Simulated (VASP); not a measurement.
Set up this calculation in VASP 6.6.1, as the native input.

| Property | Result |
| --- | --- |
| Task | single point |
| Functional | PBE |
| Potentials or basis | VASP PAW PBE potentials, release 64 (Br) |
| Cutoff | 520 eV |
| k mesh | 13 × 13 × 13 |
| Occupations | fermi-dirac, width 0.05 eV |
| Spin | no spin polarisation |
| Dipole correction | no |
| Further INCAR settings | ALGO = Normal; EDIFF = 1e-06; NBANDS = 10 |

The structure of Br lies in POSCAR:

```
Br
1.0
   -1.4350631119      1.4350631119      4.4952084532
    1.4350631119     -1.4350631119      4.4952084532
    1.4350631119      1.4350631119     -4.4952084532
Br
1
Direct
    0.0000000000      0.0000000000      0.0000000000
```

The input as run:

INCAR

```
SYSTEM = Br
  ALGO = Normal
  EDIFF = 1E-6
  ENCUT = 520
  GGA = PE
  ISIF = 2
  ISMEAR = -1
  LASPH = .True.
  LCHARG = .False.
  LREAL = .False.
  LWAVE = .False.
  NBANDS = 10
  NELM = 60
  PREC = Accurate
  SIGMA = 0.05
```

KPOINTS

```
k-points
0
Gamma
  13 13 13
  0 0 0
```

Potentials or basis: VASP PAW PBE potentials, release 64 (Br).

Run with:

```console
$ cat potpaw_PBE.64/Br/POTCAR > POTCAR
$ mpirun -np 1 vasp_std > vasp.out
```

Results of the run:

The pressure is 0.0 GPa and the band gap on the k mesh is zero (an odd number of electrons rules out a gap without spin polarisation).

Caveat: an odd number of electrons without spin polarisation forces a metal; a magnetic or distorted state may lie lower.

Run time: 2.4 min on 1 thread of Intel Xeon 8259CL, on a shared host, peak memory 0.27 GiB.
